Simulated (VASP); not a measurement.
# CdO (Fm-3m) in VASP: notebook

CdO is run at these levels: PBE, r2SCAN; tasks: single point.

All numbers are computed with VASP 6.6.1; they aren't measurements. Logs are shortened: lines on timing, memory, paths and dates and some standing lists are left out, and cuts for length are marked.

## 1. The cell of the first run

Symmetry: Fm-3m, No. 225, cubic system. Conventional cell: a = 4.687 Å, b = 4.687 Å, c = 4.687 Å, α = 90.00°, β = 90.00°, γ = 90.00°. Cd (site symmetry m-3m) has 6 O at 2.34 Å within 3.1 Å. Within 3.1 Å of O (site symmetry m-3m) lie 6 Cd at 2.34 Å.

## 2. Single point, PBE

INCAR reads:

```
  PREC = Accurate
  ENCUT = 600
  EDIFF = 1E-6
  ISMEAR = -1
  SIGMA = 0.1068
  LREAL = False
  LASPH = True
  NELM = 120
  ALGO = Normal
  ISIF = 2
  LWAVE = False
  LCHARG = False
  GGA = PE
  NBANDS = 16
  GGA_COMPAT = False
```

KPOINTS reads:

```
regular mesh
0
Gamma
  7 7 7
```

POSCAR reads:

```
CdO
1.0
    0.0000000000      2.3436118100      2.3436118100
    2.3436118100      0.0000000000      2.3436118100
    2.3436118100      2.3436118100      0.0000000000
Cd O
1 1
Direct
    0.0000000000      0.0000000000      0.0000000000
    0.5000000000      0.5000000000      0.5000000000
```

Potentials or basis: VASP PAW PBE potentials, release 64 (Cd, O).

Started as:

```bash
$ cat potpaw_PBE.64/Cd/POTCAR potpaw_PBE.64/O/POTCAR > POTCAR
$ mpirun -np 1 vasp_std > vasp.out
```

OUTCAR:

```text
PREC = Accurate
   ENCUT = 600
   EDIFF = 1E-6
   ISMEAR = -1
   LREAL = False
   LASPH = True
   NELM = 120
   ISIF = 2
   GGA = PE

 ion  position               nearest neighbor table
   1  0.000  0.000  0.000-   2 2.34   2 2.34   2 2.34   2 2.34   2 2.34   2 2.34
   2  0.500  0.500  0.500-   1 2.34   1 2.34   1 2.34   1 2.34   1 2.34   1 2.34

  LATTYP: Found a face centered cubic cell.
 ALAT       =     4.6872236200

  Lattice vectors:

 A1 = (   0.0000000000,   2.3436118100,   2.3436118100)
 A2 = (   2.3436118100,   0.0000000000,   2.3436118100)
 A3 = (   2.3436118100,   2.3436118100,   0.0000000000)

Analysis of symmetry for initial positions (statically):
=====================================================================
 Subroutine PRICEL returns:
 Original cell was already a primitive cell.

 Routine SETGRP: Setting up the symmetry group for a
 face centered cubic supercell.

 Subroutine GETGRP returns: Found 48 space group operations
 (whereof 48 operations were pure point group operations)
 out of a pool of 48 trial point group operations.

The static configuration has the point symmetry O_h .

Analysis of symmetry for dynamics (positions and initial velocities):
=====================================================================
 Subroutine PRICEL returns:
 Original cell was already a primitive cell.

 Routine SETGRP: Setting up the symmetry group for a
 face centered cubic supercell.

 Subroutine GETGRP returns: Found 48 space group operations
 (whereof 48 operations were pure point group operations)
 out of a pool of 48 trial point group operations.

The dynamic configuration has the point symmetry O_h .

 Subroutine INISYM returns: Found 48 space group operations
 (whereof 48 operations are pure point group operations),
 and found     1 'primitive' translations

----------------------------------------------------------------------------------------

                                     Primitive cell

  volume of cell :      25.7447

  direct lattice vectors                    reciprocal lattice vectors
     0.000000000  2.343611810  2.343611810    -0.213345912  0.213345912  0.213345912
     2.343611810  0.000000000  2.343611810     0.213345912 -0.213345912  0.213345912
     2.343611810  2.343611810  0.000000000     0.213345912  0.213345912 -0.213345912

  length of vectors
     3.314367607  3.314367607  3.314367607     0.369525960  0.369525960  0.369525960

  position of ions in fractional coordinates (direct lattice)
     0.000000000  0.000000000  0.000000000
     0.500000000  0.500000000  0.500000000

  ion indices of the primitive-cell ions
   primitive index   ion index
                 1           1
                 2           2

----------------------------------------------------------------------------------------

 KPOINTS: regular mesh

Automatic generation of k-mesh.
 Grid dimensions read from file:
 generate k-points for:    7    7    7

 Generating k-lattice:

  Cartesian coordinates                     Fractional coordinates (reciprocal lattice)
    -0.030477987  0.030477987  0.030477987     0.142857143  0.000000000  0.000000000
     0.030477987 -0.030477987  0.030477987     0.000000000  0.142857143  0.000000000
     0.030477987  0.030477987 -0.030477987     0.000000000  0.000000000  0.142857143

  Length of vectors
     0.052789423  0.052789423  0.052789423

  Shift w.r.t. Gamma in fractional coordinates (k-lattice)
     0.000000000  0.000000000  0.000000000

 Subroutine IBZKPT returns following result:
 ===========================================

 Found     20 irreducible k-points:

 Following reciprocal coordinates:
            Coordinates               Weight
  0.000000  0.000000  0.000000      1.000000
  0.142857  0.000000  0.000000      8.000000
  0.285714  0.000000  0.000000      8.000000
  0.428571  0.000000  0.000000      8.000000
  0.142857  0.142857  0.000000      6.000000
  0.285714  0.142857  0.000000     24.000000
[... 12 lines left out ...]
 -0.428571  0.428571  0.142857     24.000000
 -0.285714  0.428571  0.142857     24.000000
   k-points           NKPTS =     20   k-points in BZ     NKDIM =     20   number of bands    NBANDS=     16
   number of dos      NEDOS =    301   number of ions     NIONS =      2
   total plane-waves  NPLWV =  21952
   dimension x,y,z NGX =    28 NGY =   28 NGZ =   28
   dimension x,y,z NGXF=    56 NGYF=   56 NGZF=   56
   ions per type =               1   1
   NGX,Y,Z   is equivalent  to a cutoff of  14.04, 14.04, 14.04 a.u.
   NGXF,Y,Z  is equivalent  to a cutoff of  28.09, 28.09, 28.09 a.u.
 SYSTEM =  unknown system
   PREC   = accura    normal or accurate (medium, high low for compatibility)
   ISTART =      0    job   : 0-new  1-cont  2-samecut
   ICHARG =      2    charge: 1-file 2-atom 10-const
   ISPIN  =      1    spin polarized calculation?
   LNONCOLLINEAR =      F non collinear calculations
   LSORBIT =      F    spin-orbit coupling
   LASPH  =      T    aspherical Exc in radial PAW
   ENCUT  =  600.0 eV  44.10 Ry    6.64 a.u.   6.62  6.62  6.62*2*pi/ulx,y,z
   NELM   =    120;   NELMIN=  2; NELMDL= -5     # of ELM steps
   EDIFF  = 0.1E-05   stopping-criterion for ELM
   LREAL  =      F    real-space projection
   EDIFFG = 0.1E-04   stopping-criterion for IOM
   NSW    =      0    number of steps for IOM
   IBRION =     -1    ionic relax: 0-MD 1-quasi-New 2-CG
   NFREE  =      0    steps in history (QN), initial steepest desc. (CG)
   ISIF   =      2    stress and relaxation
   ISYM   =      2    0-nonsym 1-usesym 2-fastsym
   POTIM  = 0.5000    time-step for ionic-motion
   TEBEG  =    0.0;   TEEND  =   0.0 temperature during run
   PSTRESS=    0.0 pullay stress
   NELECT =      18.0000    total number of electrons
   NUPDOWN=      -1.0000    fix difference up-down
   EMIN   =  10.00;   EMAX   =-10.00  energy-range for DOS
   EFERMI =   0.00;   METHOD = LEGACY
   ISMEAR =    -1;   SIGMA  =   0.11  broadening in eV -4-tet -1-fermi 0-gaus
   EFERMI_NEDOS =   21; number of points for ismear=-14 and -15
   IALGO  =     38    algorithm
   IMIX   =      4    mixing-type and parameters
     AMIX     =   0.40;   BMIX     =  1.00
     AMIX_MAG =   1.60;   BMIX_MAG =  1.00
  volume/ion in A,a.u.               =      12.87        86.87
  Fermi-wavevector in a.u.,A,eV,Ry     =   1.453015  2.745800 28.725321  2.111252
  Thomas-Fermi vector in A             =   2.570330
   LORBIT       =      0    0 simple, 1 ext, 2 COOP (PROOUT), +10 PAW based schemes
   GGA     = PE    functional components
   LHFCALC =     F    Hartree Fock is set to
   AEXX    =    0.0000 exact exchange contribution
   IVDW    =     0    specifies the selected vdW correction
   LEPSILON=     F    determine dielectric tensor
   LRPA    =     F    only Hartree local field effects (RPA)
 non-spin polarized calculation
  energy-cutoff  :      600.00
  volume of cell :       25.74
 maximum number of plane-waves:       881
   NGX = 13   NGY = 13   NGZ = 13

 number of electron      18.0000003 magnetization

 Free energy of the ion-electron system (eV)
  ---------------------------------------------------
  ext. energy  EPLUGINS =         0.00000000
  ---------------------------------------------------
  free energy    TOTEN  =        -7.69097597 eV

  energy without entropy =       -7.68769494  energy(sigma->0) =       -7.68933545

 E-fermi :   2.4506     XC(G=0): -11.7419

 val. band max:        2.0432801739   @ k =   0.4286   0.0000   0.0000
 cond. band min:       3.3147161634   @ k =   0.1429   0.0000   0.0000
 fundamental gap:      1.2714359894
 Fermi energy:         2.4505901895

 k-point     1 :       0.0000    0.0000    0.0000
  band No.  band energies     occupation
      1     -15.3168      2.00000
      2      -4.6105      2.00000
      3      -4.6105      2.00000
      4      -4.6105      2.00000
      5      -4.2995      2.00000
      6      -4.2995      2.00000
[... 8 lines left out ...]
     15      20.4060      0.00000
     16      20.4060      0.00000

 k-point     2 :       0.1429    0.0000    0.0000
  band No.  band energies     occupation
      1     -15.1772      2.00000
      2      -4.7029      2.00000
      3      -4.6124      2.00000
      4      -4.6124      2.00000
      5      -4.3966      2.00000
      6      -4.3966      2.00000
[... 8 lines left out ...]
     15      20.8824      0.00000
     16      20.8824      0.00000

 k-point     3 :       0.2857    0.0000    0.0000
  band No.  band energies     occupation
      1     -14.8432      2.00000
      2      -5.0690      2.00000
      3      -4.9253      2.00000
      4      -4.9253      2.00000
      5      -4.2457      2.00000
      6      -4.2457      2.00000
[... 8 lines left out ...]
     15      22.0806      0.00000
     16      22.0806      0.00000

 k-point     4 :       0.4286    0.0000    0.0000
  band No.  band energies     occupation
      1     -14.5505      2.00000
      2      -5.5194      2.00000
      3      -5.1827      2.00000
      4      -5.1827      2.00000
      5      -4.0727      2.00000
      6      -4.0727      2.00000
[... 8 lines left out ...]
     15      23.7617      0.00000
     16      23.7625      0.00000
[... 248 lines left out ...]
 k-point    18 :      -0.4286    0.2857    0.1429
  band No.  band energies     occupation
      1     -14.5597      2.00000
      2      -5.1200      2.00000
      3      -4.9010      2.00000
      4      -4.8359      2.00000
      5      -4.0893      2.00000
      6      -3.9747      2.00000
[... 8 lines left out ...]
     15      22.1215      0.00000
     16      25.6942      0.00000

 k-point    19 :      -0.4286    0.4286    0.1429
  band No.  band energies     occupation
      1     -14.6056      2.00000
      2      -4.9681      2.00000
      3      -4.5827      2.00000
      4      -4.4508      2.00000
      5      -3.9614      2.00000
      6      -3.8148      2.00000
[... 8 lines left out ...]
     15      24.1037      0.00000
     16      26.6353      0.00000

 k-point    20 :      -0.2857    0.4286    0.1429
  band No.  band energies     occupation
      1     -14.5546      2.00000
      2      -4.9648      2.00000
      3      -4.7409      2.00000
      4      -4.6440      2.00000
      5      -3.9565      2.00000
      6      -3.8033      2.00000
[... 8 lines left out ...]
     15      22.0154      0.00000
     16      27.3934      0.00000

------------------------ aborting loop because EDIFF is reached ----------------------------------------

  FORCE on cell =-STRESS in cart. coord.  units (eV):
  Direction    XX          YY          ZZ          XY          YZ          ZX
  --------------------------------------------------------------------------------------
  -------------------------------------------------------------------------------------
  Total        1.3867034      1.3867034      1.3867034      0.0000000      0.0000000      0.0000000
  in kB       86.2992713     86.2992713     86.2992713      0.0000000      0.0000000      0.0000000
  external PRESSURE =      86.2992713 kB  Pullay stress =       0.0000000 kB

 VOLUME and BASIS-vectors are now :
 -----------------------------------------------------------------------------
  energy-cutoff  :      600.00
  volume of cell :       25.74
      direct lattice vectors                 reciprocal lattice vectors
     0.000000000  2.343611810  2.343611810    -0.213345912  0.213345912  0.213345912
     2.343611810  0.000000000  2.343611810     0.213345912 -0.213345912  0.213345912
     2.343611810  2.343611810  0.000000000     0.213345912  0.213345912 -0.213345912

 POSITION                                       TOTAL-FORCE (eV/Angst)
 -----------------------------------------------------------------------------------
      0.00000      0.00000      0.00000         0.000000      0.000000     -0.000000
      2.34361      2.34361      2.34361        -0.000000     -0.000000      0.000000
 -----------------------------------------------------------------------------------
    total drift:                                0.000000      0.000000      0.000000

  FREE ENERGIE OF THE ION-ELECTRON SYSTEM (eV)
  ---------------------------------------------------
  free  energy   TOTEN  =        -7.6909759661 eV

  energy  without entropy=       -7.6876949394  energy(sigma->0) =       -7.68933545
```

It took 19 s on 1 thread of Intel Xeon 8259CL, shared host; peak memory 0.16 GiB.

Results:

```yaml
Free_energy: -7.6910 eV
Pressure: 8.6 GPa
Band_gap_on_the_k_mesh: zero (bands 9 and 10 overlap by 0.35 eV)
```

Caveat: the cell stands under pressure; semilocal functionals underestimate gaps, so a narrow gap can read as zero.

## 3. Single point, r2SCAN

POSCAR is that of step 2.

INCAR.step1 reads:

```
ALGO = Normal
EDIFF = 1E-5
ENCUT = 660
GGA = PE
GGA_COMPAT = False
ISMEAR = -1
LASPH = True
LCHARG = False
LREAL = False
LWAVE = True
NBANDS = 16
NELM = 120
PREC = Accurate
SIGMA = 0.1068
```

INCAR.step2 reads:

```
ALGO = Normal
EDIFF = 1E-6
ENCUT = 660
GGA_COMPAT = False
ISIF = 2
ISMEAR = -1
ISTART = 1
LASPH = True
LCHARG = False
LMIXTAU = True
LREAL = False
LWAVE = False
METAGGA = R2SCAN
NBANDS = 16
NELM = 120
PREC = Accurate
SIGMA = 0.1068
```

KPOINTS reads:

```
k-points
0
Gamma
  7 7 7
```

Potentials or basis: VASP PAW PBE potentials, release 64 (Cd, O).

Started as:

```bash
$ cat potpaw_PBE.64/Cd/POTCAR potpaw_PBE.64/O/POTCAR > POTCAR
$ cp INCAR.step1 INCAR
$ mpirun -np 1 vasp_std > vasp.out
$ cp INCAR.step2 INCAR
$ mpirun -np 1 vasp_std > vasp.out
```

OUTCAR:

```text
EDIFF = 1E-6
   ENCUT = 660
   ISIF = 2
   ISMEAR = -1
   ISTART = 1
   LASPH = True
   LREAL = False
   METAGGA = R2SCAN
   NELM = 120
   PREC = Accurate

 ion  position               nearest neighbor table
   1  0.000  0.000  0.000-   2 2.34   2 2.34   2 2.34   2 2.34   2 2.34   2 2.34
   2  0.500  0.500  0.500-   1 2.34   1 2.34   1 2.34   1 2.34   1 2.34   1 2.34

  LATTYP: Found a face centered cubic cell.
 ALAT       =     4.6872236200

  Lattice vectors:

 A1 = (   0.0000000000,   2.3436118100,   2.3436118100)
 A2 = (   2.3436118100,   0.0000000000,   2.3436118100)
 A3 = (   2.3436118100,   2.3436118100,   0.0000000000)

Analysis of symmetry for initial positions (statically):
=====================================================================
 Subroutine PRICEL returns:
 Original cell was already a primitive cell.

 Routine SETGRP: Setting up the symmetry group for a
 face centered cubic supercell.

 Subroutine GETGRP returns: Found 48 space group operations
 (whereof 48 operations were pure point group operations)
 out of a pool of 48 trial point group operations.

The static configuration has the point symmetry O_h .

Analysis of symmetry for dynamics (positions and initial velocities):
=====================================================================
 Subroutine PRICEL returns:
 Original cell was already a primitive cell.

 Routine SETGRP: Setting up the symmetry group for a
 face centered cubic supercell.

 Subroutine GETGRP returns: Found 48 space group operations
 (whereof 48 operations were pure point group operations)
 out of a pool of 48 trial point group operations.

The dynamic configuration has the point symmetry O_h .

 Subroutine INISYM returns: Found 48 space group operations
 (whereof 48 operations are pure point group operations),
 and found     1 'primitive' translations

----------------------------------------------------------------------------------------
[... 105 lines left out ...]
   IALGO  =     38    algorithm
   IMIX   =      4    mixing-type and parameters
     AMIX     =   0.40;   BMIX     =  1.00
     AMIX_MAG =   1.60;   BMIX_MAG =  1.00
  volume/ion in A,a.u.               =      12.87        86.87
  Fermi-wavevector in a.u.,A,eV,Ry     =   1.453015  2.745800 28.725321  2.111252
  Thomas-Fermi vector in A             =   2.570330
   LORBIT       =      0    0 simple, 1 ext, 2 COOP (PROOUT), +10 PAW based schemes
   METAGGA = R2SCAN    functional components
   LHFCALC =     F    Hartree Fock is set to
   AEXX    =    0.0000 exact exchange contribution
   IVDW    =     0    specifies the selected vdW correction
   LEPSILON=     F    determine dielectric tensor
   LRPA    =     F    only Hartree local field effects (RPA)
 non-spin polarized calculation
  energy-cutoff  :      660.00
  volume of cell :       25.74
 maximum number of plane-waves:       999
   NGX = 13   NGY = 13   NGZ = 13

 number of electron      18.0000003 magnetization

 Free energy of the ion-electron system (eV)
  ---------------------------------------------------
  ext. energy  EPLUGINS =         0.00000000
  ---------------------------------------------------
  free energy    TOTEN  =       -28.55855825 eV

  energy without entropy =      -28.55534243  energy(sigma->0) =      -28.55695034

 E-fermi :   2.1348     XC(G=0): -12.3754

 val. band max:        1.8764548224   @ k =   0.0000   0.0000   0.0000
 cond. band min:       3.4167502727   @ k =   0.1429   0.0000   0.0000
 fundamental gap:      1.5402954503
 Fermi energy:         2.1347508545

 k-point     1 :       0.0000    0.0000    0.0000
  band No.  band energies     occupation
      1     -16.5764      2.00000
      2      -5.0978      2.00000
      3      -5.0978      2.00000
      4      -5.0978      2.00000
      5      -4.7761      2.00000
      6      -4.7761      2.00000
[... 357 lines left out ...]
      3      -5.2342      2.00000
      4      -5.1216      2.00000
      5      -4.4589      2.00000
      6      -4.2966      2.00000
[... 8 lines left out ...]
     15      22.6390      0.00000
     16      28.2253      0.00000

------------------------ aborting loop because EDIFF is reached ----------------------------------------

  FORCE on cell =-STRESS in cart. coord.  units (eV):
  Direction    XX          YY          ZZ          XY          YZ          ZX
  --------------------------------------------------------------------------------------
  -------------------------------------------------------------------------------------
  Total        0.5655874      0.5655874      0.5655874     -0.0000000      0.0000000      0.0000000
  in kB       35.1984306     35.1984306     35.1984306     -0.0000000      0.0000000      0.0000000
  external PRESSURE =      35.1984306 kB  Pullay stress =       0.0000000 kB

 VOLUME and BASIS-vectors are now :
 -----------------------------------------------------------------------------
  energy-cutoff  :      660.00
  volume of cell :       25.74
      direct lattice vectors                 reciprocal lattice vectors
     0.000000000  2.343611810  2.343611810    -0.213345912  0.213345912  0.213345912
     2.343611810  0.000000000  2.343611810     0.213345912 -0.213345912  0.213345912
     2.343611810  2.343611810  0.000000000     0.213345912  0.213345912 -0.213345912

 POSITION                                       TOTAL-FORCE (eV/Angst)
 -----------------------------------------------------------------------------------
      0.00000      0.00000      0.00000        -0.000000     -0.000000     -0.000000
      2.34361      2.34361      2.34361         0.000000      0.000000      0.000000
 -----------------------------------------------------------------------------------
    total drift:                                0.000000      0.000000      0.000000

  FREE ENERGIE OF THE ION-ELECTRON SYSTEM (eV)
  ---------------------------------------------------
  free  energy   TOTEN  =       -28.5585582529 eV

  energy  without entropy=      -28.5553424302  energy(sigma->0) =      -28.55695034
```

OUTCAR.step1:

```text
EDIFF = 1E-5
   ENCUT = 660
   GGA = PE
   ISMEAR = -1
   LASPH = True
[... 593 lines left out ...]
      0.00000      0.00000      0.00000         0.000000     -0.000000     -0.000000
      2.34361      2.34361      2.34361        -0.000000      0.000000      0.000000
 -----------------------------------------------------------------------------------
    total drift:                                0.000000      0.000000      0.000000

  FREE ENERGIE OF THE ION-ELECTRON SYSTEM (eV)
  ---------------------------------------------------
  free  energy   TOTEN  =        -7.6923710154 eV

  energy  without entropy=       -7.6890901715  energy(sigma->0) =       -7.69073059
```

Run time: 74 s. Hardware: 1 thread of Intel Xeon 8259CL, shared host; peak memory 0.17 GiB.

Results:

```
Free energy : -28.5586 eV
Pressure    : 3.5 GPa
```

Levels at points of the mesh, in eV from the Fermi level:
```csv
k point,band 7,band 8,band 9,band 10,band 11,band 12
"(0.00, 0.00, 0.00)",-1.73,-1.73,-1.73,-0.26,15.39,17.48
```

Caveat: the cell stands under pressure; the PAW data sets were made with another functional, which shifts forces and pressure a little.

[end of part 1 of 2]
